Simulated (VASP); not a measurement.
**WSe2: single point with LDA**

Slab: WSe2, a slab with vacuum.

```
CELL_PARAMETERS angstrom
3.33409 0.00000 0.00000
-1.66705 2.88741 0.00000
0.00000 0.00000 16.66031
ATOMIC_POSITIONS crystal
W 0.00000 0.00000 0.99794
Se 0.33333 0.66667 0.10233
Se 0.33333 0.66667 0.90247
```

```yaml
Program: VASP 6.6.1
Task: single point
Functional: LDA
Potentials_or_basis: VASP PAW LDA potentials, release 64 (W_sv, Se)
Cutoff: 500 eV
k_mesh: 9 × 9 × 2
Occupations: gaussian, width 0.05 eV
Spin: no spin polarisation
Dipole_correction: no
Further_INCAR_settings: ALGO = Normal; EDIFF = 1e-06; NBANDS = 20
```

| Property | Result |
| --- | --- |
| Largest force | 2.017 eV/Å |
| Band gap on the k mesh | 1.48 eV, direct |

Forces in eV/Å, atoms in the order of the input:
```
W    0.000  0.000  2.017
Se   0.000  0.000 -1.394
Se   0.000  0.000 -0.623
```

Levels at points of the mesh, in eV from the valence-band top:
| k point | band 11 | band 12 | band 13 | band 14 | band 15 | band 16 |
| --- | --- | --- | --- | --- | --- | --- |
| (0.00, 0.00, 0.00) | -1.20 | -1.20 | -0.13 | 2.77 | 2.77 | 3.28 |
| (0.00, 0.00, 0.50) | -1.20 | -1.20 | -0.13 | 2.77 | 2.77 | 3.28 |

Wall time 60 s on 1 thread of Intel(R) Xeon(R) Platinum 8488C (Sapphire Rapids) (shared host), peak memory 0.25 GiB.

Caveat: spin-orbit coupling is left out, which moves the levels of the heavy elements.
